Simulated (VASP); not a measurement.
# AlN (P6_3mc) in VASP: notebook

Aim: see how the results for AlN move with the level of theory and the settings. Levels: PBE, HSE06. Tasks: single point, relaxation of the atoms.

All numbers are computed with VASP 6.6.1; they aren't measurements. Logs are shortened: lines on timing, memory, paths and dates and some standing lists are left out, and cuts for length are marked.

## Step 1: The cell of the first run

The structure is hexagonal, space group P6_3mc (No. 186). The conventional cell has a = 3.092 Å, b = 3.092 Å, c = 4.981 Å, α = 90.00°, β = 90.00°, γ = 120.00°. Al (site symmetry 3m) has 4 N at 1.88 to 1.90 Å within 2.5 Å. N (site symmetry 3m) has 4 Al at 1.88 to 1.90 Å within 2.5 Å.

## Step 2: Single point, PBE

Contents of INCAR:

```
SYSTEM = AlN
PREC = Accurate
ENCUT = 520
EDIFF = 1E-6
ISMEAR = 0
SIGMA = 0.05
LREAL = .False.
LASPH = .True.
NELM = 60
ALGO = Normal
ISIF = 2
LWAVE = .False.
LCHARG = .False.
GGA = PE
NBANDS = 16
```

Contents of KPOINTS:

```
Automatic mesh
0
Gamma
  8 8 5
  0 0 0
```

Contents of POSCAR:

```
AlN
1.0
    3.0923339994      0.0000000000      0.0000000000
   -1.5461669997      2.6780398005      0.0000000000
    0.0000000000      0.0000000000      4.9810000000
Al N
2 2
Direct
    0.3333333333      0.6666666667      0.0006061993
    0.6666666667      0.3333333333      0.5006061993
    0.3333333333      0.6666666667      0.3813938007
    0.6666666667      0.3333333333      0.8813938007
```

Potentials or basis: VASP PAW PBE potentials, release 64 (Al, N).

Started as:

```bash
> cat potpaw_PBE.64/Al/POTCAR potpaw_PBE.64/N/POTCAR > POTCAR
> mpirun -np 1 vasp_std > vasp.out
```

OUTCAR:

```text
SYSTEM = AlN
   PREC = Accurate
   ENCUT = 520
   EDIFF = 1E-6
   ISMEAR = 0
   LREAL = .False.
   LASPH = .True.
   NELM = 60
   ISIF = 2
   GGA = PE

 ion  position               nearest neighbor table
   1  0.333  0.667  0.001-   4 1.88   4 1.88   4 1.88   3 1.90   2 3.06   2 3.06   2 3.06   2 3.06
                             2 3.06   2 3.06
   2  0.667  0.333  0.501-   3 1.88   3 1.88   3 1.88   4 1.90   1 3.06   1 3.06   1 3.06   1 3.06
                             1 3.06   1 3.06
   3  0.333  0.667  0.381-   2 1.88   2 1.88   2 1.88   1 1.90
   4  0.667  0.333  0.881-   1 1.88   1 1.88   1 1.88   2 1.90

  LATTYP: Found a hexagonal cell.
 ALAT       =     3.0923339994
 C/A-ratio  =     1.6107574411

  Lattice vectors:

 A1 = (   3.0923339994,   0.0000000000,   0.0000000000)
 A2 = (  -1.5461669997,   2.6780398005,   0.0000000000)
 A3 = (   0.0000000000,   0.0000000000,   4.9810000000)

Analysis of symmetry for initial positions (statically):
=====================================================================
 Subroutine PRICEL returns:
 Original cell was already a primitive cell.

 Routine SETGRP: Setting up the symmetry group for a
 hexagonal supercell.

 Subroutine GETGRP returns: Found 12 space group operations
 (whereof  6 operations were pure point group operations)
 out of a pool of 24 trial point group operations.

The static configuration has the point symmetry C_3v.
 The point group associated with its full space group is C_6v.

Analysis of symmetry for dynamics (positions and initial velocities):
=====================================================================
 Subroutine PRICEL returns:
 Original cell was already a primitive cell.

 Routine SETGRP: Setting up the symmetry group for a
 hexagonal supercell.

 Subroutine GETGRP returns: Found 12 space group operations
 (whereof  6 operations were pure point group operations)
 out of a pool of 24 trial point group operations.

The dynamic configuration has the point symmetry C_3v.
 The point group associated with its full space group is C_6v.

 Subroutine INISYM returns: Found 12 space group operations
 (whereof  6 operations are pure point group operations),
 and found     1 'primitive' translations

----------------------------------------------------------------------------------------

                                     Primitive cell

  volume of cell :      41.2496

  direct lattice vectors                    reciprocal lattice vectors
     3.092333999  0.000000000  0.000000000     0.323380333  0.186703723  0.000000000
    -1.546167000  2.678039801  0.000000000     0.000000000  0.373407445  0.000000000
     0.000000000  0.000000000  4.981000000     0.000000000  0.000000000  0.200762899

  length of vectors
     3.092333999  3.092333999  4.981000000     0.373407445  0.373407445  0.200762899

  position of ions in fractional coordinates (direct lattice)
     0.333333333  0.666666667  0.000606199
     0.666666667  0.333333333  0.500606199
     0.333333333  0.666666667  0.381393801
     0.666666667  0.333333333  0.881393801

  ion indices of the primitive-cell ions
   primitive index   ion index
                 1           1
                 2           2
                 3           3
                 4           4

----------------------------------------------------------------------------------------

 KPOINTS: Automatic mesh

Automatic generation of k-mesh.
 Grid dimensions read from file:
 generate k-points for:    8    8    5

 Generating k-lattice:

  Cartesian coordinates                     Fractional coordinates (reciprocal lattice)
     0.040422542  0.023337965  0.000000000     0.125000000  0.000000000  0.000000000
     0.000000000  0.046675931  0.000000000     0.000000000  0.125000000  0.000000000
     0.000000000  0.000000000  0.040152580     0.000000000  0.000000000  0.200000000

  Length of vectors
     0.046675931  0.046675931  0.040152580

  Shift w.r.t. Gamma in fractional coordinates (k-lattice)
     0.000000000  0.000000000  0.000000000

 Subroutine IBZKPT returns following result:
 ===========================================

 Found     30 irreducible k-points:

 Following reciprocal coordinates:
            Coordinates               Weight
  0.000000  0.000000  0.000000      1.000000
  0.125000  0.000000  0.000000      6.000000
  0.250000  0.000000  0.000000      6.000000
  0.375000 -0.000000  0.000000      6.000000
  0.500000  0.000000  0.000000      3.000000
  0.125000  0.125000  0.000000      6.000000
[... 16 lines left out ...]
  0.250000  0.000000  0.400000     12.000000
  0.375000 -0.000000  0.400000     12.000000
 [... further k-points ...]
   k-points           NKPTS =     30   k-points in BZ     NKDIM =     30   number of bands    NBANDS=     16
   number of dos      NEDOS =    301   number of ions     NIONS =      4
   total plane-waves  NPLWV =  23040
   dimension x,y,z NGX =    24 NGY =   24 NGZ =   40
   dimension x,y,z NGXF=    48 NGYF=   48 NGZF=   80
   ions per type =               2   2
   NGX,Y,Z   is equivalent  to a cutoff of  12.90, 12.90, 13.35 a.u.
   NGXF,Y,Z  is equivalent  to a cutoff of  25.81, 25.81, 26.70 a.u.
 SYSTEM =  AlN
   PREC   = accura    normal or accurate (medium, high low for compatibility)
   ISTART =      0    job   : 0-new  1-cont  2-samecut
   ICHARG =      2    charge: 1-file 2-atom 10-const
   ISPIN  =      1    spin polarized calculation?
   LNONCOLLINEAR =      F non collinear calculations
   LSORBIT =      F    spin-orbit coupling
   LASPH  =      T    aspherical Exc in radial PAW
   ENCUT  =  520.0 eV  38.22 Ry    6.18 a.u.   5.75  5.75  9.26*2*pi/ulx,y,z
   NELM   =     60;   NELMIN=  2; NELMDL= -5     # of ELM steps
   EDIFF  = 0.1E-05   stopping-criterion for ELM
   LREAL  =      F    real-space projection
   EDIFFG = 0.1E-04   stopping-criterion for IOM
   NSW    =      0    number of steps for IOM
   IBRION =     -1    ionic relax: 0-MD 1-quasi-New 2-CG
   NFREE  =      0    steps in history (QN), initial steepest desc. (CG)
   ISIF   =      2    stress and relaxation
   ISYM   =      2    0-nonsym 1-usesym 2-fastsym
   POTIM  = 0.5000    time-step for ionic-motion
   TEBEG  =    0.0;   TEEND  =   0.0 temperature during run
   PSTRESS=    0.0 pullay stress
   NELECT =      16.0000    total number of electrons
   NUPDOWN=      -1.0000    fix difference up-down
   EMIN   =  10.00;   EMAX   =-10.00  energy-range for DOS
   EFERMI =   0.00;   METHOD = LEGACY
   ISMEAR =     0;   SIGMA  =   0.05  broadening in eV -4-tet -1-fermi 0-gaus
   EFERMI_NEDOS =   21; number of points for ismear=-14 and -15
   IALGO  =     38    algorithm
   IMIX   =      4    mixing-type and parameters
     AMIX     =   0.40;   BMIX     =  1.00
     AMIX_MAG =   1.60;   BMIX_MAG =  1.00
  volume/ion in A,a.u.               =      10.31        69.59
  Fermi-wavevector in a.u.,A,eV,Ry     =   1.193919  2.256180 19.394321  1.425442
  Thomas-Fermi vector in A             =   2.329922
   LORBIT       =      0    0 simple, 1 ext, 2 COOP (PROOUT), +10 PAW based schemes
   GGA     = PE    functional components
   LHFCALC =     F    Hartree Fock is set to
   AEXX    =    0.0000 exact exchange contribution
   IVDW    =     0    specifies the selected vdW correction
   LEPSILON=     F    determine dielectric tensor
   LRPA    =     F    only Hartree local field effects (RPA)
 non-spin polarized calculation
 Gauss-broadening in eV      SIGMA  =   0.05
  energy-cutoff  :      520.00
  volume of cell :       41.25
 maximum number of plane-waves:      1119
 NGX is ok and might be reduce to    24
   NGX = 11   NGY = 11   NGZ = 19

 number of electron      15.9999995 magnetization

 Free energy of the ion-electron system (eV)
  ---------------------------------------------------
  ext. energy  EPLUGINS =         0.00000000
  ---------------------------------------------------
  free energy    TOTEN  =       -29.75448649 eV

  energy without entropy =      -29.75448649  energy(sigma->0) =      -29.75448649

 E-fermi :   6.5095     XC(G=0): -10.9652

 val. band max:        6.2403347544   @ k =   0.0000   0.0000   0.0000
 cond. band min:      10.5858815653   @ k =   0.0000   0.0000   0.0000
 fundamental gap:      4.3455468109
 Fermi energy:         6.5095361664

 k-point     1 :       0.0000    0.0000    0.0000
  band No.  band energies     occupation
      1      -8.9888      2.00000
      2      -6.8284      2.00000
      3       0.2031      2.00000
      4       5.4333      2.00000
      5       5.4333      2.00000
      6       6.0698      2.00000
[... 8 lines left out ...]
     15      19.5696      0.00000
     16      19.5696      0.00000

 k-point     2 :       0.1250    0.0000    0.0000
  band No.  band energies     occupation
      1      -8.7873      2.00000
      2      -6.7143      2.00000
      3       0.4426      2.00000
      4       4.5538      2.00000
      5       5.1881      2.00000
      6       5.2437      2.00000
[... 8 lines left out ...]
     15      19.2442      0.00000
     16      19.4847      0.00000

 k-point     3 :       0.2500    0.0000    0.0000
  band No.  band energies     occupation
      1      -8.2250      2.00000
      2      -6.4433      2.00000
      3       1.1311      2.00000
      4       2.8068      2.00000
      5       3.7985      2.00000
      6       4.7193      2.00000
[... 8 lines left out ...]
     15      18.4861      0.00000
     16      19.7199      0.00000

 k-point     4 :       0.3750   -0.0000    0.0000
  band No.  band energies     occupation
      1      -7.4636      2.00000
      2      -6.2433      2.00000
      3       1.3368      2.00000
      4       2.1391      2.00000
      5       2.5726      2.00000
      6       4.3371      2.00000
[... 8 lines left out ...]
     15      18.6469      0.00000
     16      21.3065      0.00000

 k-point     5 :       0.5000    0.0000    0.0000
  band No.  band energies     occupation
      1      -6.9799      2.00000
      2      -6.2815      2.00000
      3       0.7746      2.00000
      4       2.0611      2.00000
      5       2.8973      2.00000
      6       4.1949      2.00000
[... 8 lines left out ...]
     15      19.1914      0.00000
     16      21.5181      0.00000

 k-point     6 :       0.1250    0.1250    0.0000
  band No.  band energies     occupation
      1      -8.4044      2.00000
      2      -6.5201      2.00000
      3       0.9075      2.00000
      4       3.6096      2.00000
      5       3.7788      2.00000
      6       5.0347      2.00000
[... 8 lines left out ...]
     15      19.0334      0.00000
     16      19.6176      0.00000
[... 267 lines left out ...]
 k-point    21 :       0.0000    0.0000    0.4000
  band No.  band energies     occupation
      1      -8.3988      2.00000
      2      -7.7623      2.00000
      3       2.0641      2.00000
      4       3.7610      2.00000
      5       5.6449      2.00000
      6       5.6449      2.00000
[... 8 lines left out ...]
     15      18.2070      0.00000
     16      18.2070      0.00000

 k-point    22 :       0.1250    0.0000    0.4000
  band No.  band energies     occupation
      1      -8.2138      2.00000
      2      -7.6001      2.00000
      3       2.1122      2.00000
      4       3.5522      2.00000
      5       5.0043      2.00000
      6       5.4207      2.00000
[... 8 lines left out ...]
     15      18.4577      0.00000
     16      18.6268      0.00000

 k-point    23 :       0.2500    0.0000    0.4000
  band No.  band energies     occupation
      1      -7.7087      2.00000
      2      -7.1727      2.00000
      3       1.8929      2.00000
      4       2.5877      2.00000
      5       4.1392      2.00000
      6       5.0718      2.00000
[... 8 lines left out ...]
     15      18.9511      0.00000
     16      19.5123      0.00000

 k-point    24 :       0.3750   -0.0000    0.4000
  band No.  band energies     occupation
      1      -7.0693      2.00000
      2      -6.6919      2.00000
      3       0.9963      2.00000
      4       1.3959      2.00000
      5       4.2039      2.00000
      6       4.7369      2.00000
[... 8 lines left out ...]
     15      19.0020      0.00000
     16      20.2159      0.00000

 [... further k-points ...]
[... 5 lines left out ...]
  --------------------------------------------------------------------------------------
  -------------------------------------------------------------------------------------
  Total        1.7933373      1.7933373      1.3181532      0.0000000      0.0000000     -0.0000000
  in kB       69.6550475     69.6550475     51.1984158      0.0000000      0.0000000     -0.0000000
  external PRESSURE =      63.5028369 kB  Pullay stress =       0.0000000 kB

 VOLUME and BASIS-vectors are now :
 -----------------------------------------------------------------------------
  energy-cutoff  :      520.00
  volume of cell :       41.25
      direct lattice vectors                 reciprocal lattice vectors
     3.092333999  0.000000000  0.000000000     0.323380333  0.186703723  0.000000000
    -1.546167000  2.678039801  0.000000000     0.000000000  0.373407445  0.000000000
     0.000000000  0.000000000  4.981000000     0.000000000  0.000000000  0.200762899

 POSITION                                       TOTAL-FORCE (eV/Angst)
 -----------------------------------------------------------------------------------
     -0.00000      1.78536      0.00302        -0.000000     -0.000000     -0.000374
      1.54617      0.89268      2.49352         0.000000      0.000000     -0.000374
     -0.00000      1.78536      1.89972        -0.000000     -0.000000      0.000374
      1.54617      0.89268      4.39022         0.000000      0.000000      0.000374
 -----------------------------------------------------------------------------------
    total drift:                               -0.000000      0.000000     -0.000587

  FREE ENERGIE OF THE ION-ELECTRON SYSTEM (eV)
  ---------------------------------------------------
  free  energy   TOTEN  =       -29.7544864853 eV

  energy  without entropy=      -29.7544864853  energy(sigma->0) =      -29.75448649
```

It took 6.8 s on 1 thread of Intel Xeon 6975P-C (Granite Rapids), shared host; peak memory 0.15 GiB.

What came out:

```yaml
Free_energy: -29.7545 eV
Pressure: 6.4 GPa
Band_gap_on_the_k_mesh: 4.35 eV, direct
```

## Step 3: Relaxation of the atoms, PBE

Contents of INCAR:

```
  ALGO = Normal
  EDIFF = 1E-6
  EDIFFG = -0.003
  ENCUT = 520
  GGA = PE
  IBRION = 2
  ISIF = 2
  ISMEAR = 0
  LASPH = True
  LCHARG = False
  LREAL = False
  LWAVE = False
  NELM = 80
  NSW = 80
  PREC = Accurate
  SIGMA = 0.05
```

Contents of KPOINTS:

```
k-points
0
Gamma
  8 8 5
```

Contents of POSCAR:

```
AlN
1.0
    3.0923340000      0.0000000000      0.0000000000
   -1.5461670000      2.6780398000      0.0000000000
    0.0000000000      0.0000000000      4.9810000000
Al N
2 2
Direct
    0.3333333333      0.6666666667      0.0000000000
    0.6666666667      0.3333333333      0.5000000000
    0.3333333333      0.6666666667      0.3820000000
    0.6666666667      0.3333333333      0.8820000000
```

Potentials or basis: VASP PAW PBE potentials, release 64 (Al, N).

Started as:

```bash
> cat potpaw_PBE.64/Al/POTCAR potpaw_PBE.64/N/POTCAR > POTCAR
> mpirun -np 1 vasp_std > vasp.out
```

It took 20 s on 1 thread of Intel Xeon Platinum 8559C (Emerald Rapids), shared host; peak memory 0.15 GiB.

It converged, with:

```yaml
Free_energy: -29.7545 eV
Energy_gained_by_relaxing: 0.1 meV/atom
Ionic_steps: 3
Pressure_after_relaxing: 6.3 GPa
Band_gap_on_the_k_mesh: 4.35 eV, direct
```

Stress tensor (GPa, compression positive):
```
6.95 0.00 0.00
0.00 6.95 0.00
0.00 0.00 5.10
```

Step by step:
```
step  energy change (eV)  largest force (eV/Å)  pressure (GPa)
   1              0.0000                0.0776            6.35
   2             -0.0004                0.0197            6.34
   3             -0.0005                0.0006            6.33
```

Final structure:
```
CELL_PARAMETERS angstrom
3.09233 0.00000 0.00000
-1.54617 2.67804 0.00000
0.00000 0.00000 4.98100
ATOMIC_POSITIONS crystal
Al 0.33333 0.66667 0.00060
Al 0.66667 0.33333 0.50060
N 0.33333 0.66667 0.38140
N 0.66667 0.33333 0.88140
```

Levels at points of the mesh, in eV from the valence-band top:
| k point | band 4 | band 5 | band 6 | band 7 | band 8 | band 9 | band 10 | band 11 | band 12 |
| --- | --- | --- | --- | --- | --- | --- | --- | --- | --- |
| (0.00, 0.00, 0.00) | -0.81 | -0.81 | -0.17 | -0.17 | 0.00 | 4.35 | 6.86 | 10.71 | 11.33 |
| (0.50, 0.00, 0.00) | -4.18 | -3.34 | -2.05 | -1.77 | -0.66 | 5.82 | 5.92 | 8.33 | 10.39 |

## Step 4: Single point, HSE06

Contents of POSCAR:

```
AlN
1.0
    3.0923339994      0.0000000000      0.0000000000
   -1.5461669997      2.6780398005      0.0000000000
    0.0000000000      0.0000000000      4.9810000000
Al N
2 2
Direct
    0.3333333333      0.6666666667      0.0006061993
    0.6666666667      0.3333333333      0.5006061993
    0.3333333333      0.6666666667      0.3813938007
    0.6666666667      0.3333333333      0.8813938007
```

Contents of INCAR.step1:

```
SYSTEM = AlN
PREC = Accurate
ENCUT = 520
EDIFF = 1E-5
ISMEAR = 0
SIGMA = 0.03
LREAL = .FALSE.
LASPH = .TRUE.
NELM = 80
ALGO = Normal
ISIF = 2
LWAVE = .TRUE.
LCHARG = .FALSE.
GGA = PE
NBANDS = 16
LUSENCCL = .FALSE.
```

Contents of INCAR.step2:

```
SYSTEM = AlN
PREC = Accurate
ENCUT = 520
EDIFF = 1E-7
ISMEAR = 0
SIGMA = 0.03
LREAL = .FALSE.
LASPH = .TRUE.
NELM = 80
ALGO = Normal
ISIF = 2
LWAVE = .FALSE.
LCHARG = .FALSE.
GGA = PE
LHFCALC = .TRUE.
HFSCREEN = 0.2079
PRECFOCK = Normal
ISTART = 1
NBANDS = 16
LUSENCCL = .FALSE.
```

Contents of KPOINTS:

```
regular mesh
0
G
  6 6 4
  0 0 0
```

Started as:

```bash
> cat potpaw_PBE.64/Al/POTCAR potpaw_PBE.64/N/POTCAR > POTCAR
> cp INCAR.step1 INCAR
> mpirun -np 1 vasp_std > vasp.out
> cp INCAR.step2 INCAR
> mpirun -np 1 vasp_std > vasp.out
```

It took 17 min on 1 × NVIDIA H100 80GB with 1 thread of AMD EPYC 7R13 (Zen 3), shared host; peak memory 1.2 GiB.

The run converged. Its results:

- Free energy: -34.8932 eV
- Pressure: 1.2 GPa
- Band gap on the k mesh: 5.70 eV, direct

Forces on the atoms (eV/Å):
```
Al   0.000  0.000 -0.003
Al   0.000  0.000 -0.003
N    0.000  0.000  0.003
N    0.000  0.000  0.003
```

Stress tensor (GPa, compression positive):
```
 1.79  0.00  0.00
 0.00  1.79  0.00
 0.00  0.00 -0.12
```

Levels at points of the mesh, in eV from the valence-band top:
```tsv
k point	band 5	band 6	band 7	band 8	band 9	band 10	band 11	band 12
(0.00, 0.00, 0.00)	-0.90	-0.19	-0.19	0.00	5.70	8.33	12.57	12.95
(0.50, 0.00, 0.00)	-3.64	-2.26	-1.89	-0.74	7.18	7.28	9.87	12.19
(0.00, 0.00, 0.50)	-0.56	-0.56	-0.56	-0.56	8.11	8.11	12.11	12.11
(0.50, 0.00, 0.50)	-1.58	-1.58	-1.49	-1.49	6.70	6.70	10.90	10.90
```

Caveat: the PAW data sets were made with another functional, which shifts forces and pressure a little.

## Step 5: The runs side by side

```tsv
task	level	cell	k mesh	smearing	grid for exact exchange (PRECFOCK)	screening parameter	gap on the mesh (eV)	pressure (GPa)
single point	PBE	as given	8 × 8 × 5	gaussian 0.05 eV	-	-	4.35	6.4
relaxation of the atoms	PBE	atoms relaxed	8 × 8 × 5	gaussian 0.05 eV	-	-	4.35	6.3
single point	HSE06	as given	6 × 6 × 4	gaussian 0.03 eV	Normal	0.2079 1/Å	5.70	1.2
```

Alike in all rows: potentials or basis VASP PAW PBE potentials, release 64 (Al, N); no spin polarisation; cutoff (eV) 520.

Caveats: the PAW data sets were made with another functional, which shifts forces and pressure a little (some runs).

Absolute energies hang on the potentials; compare differences alone.
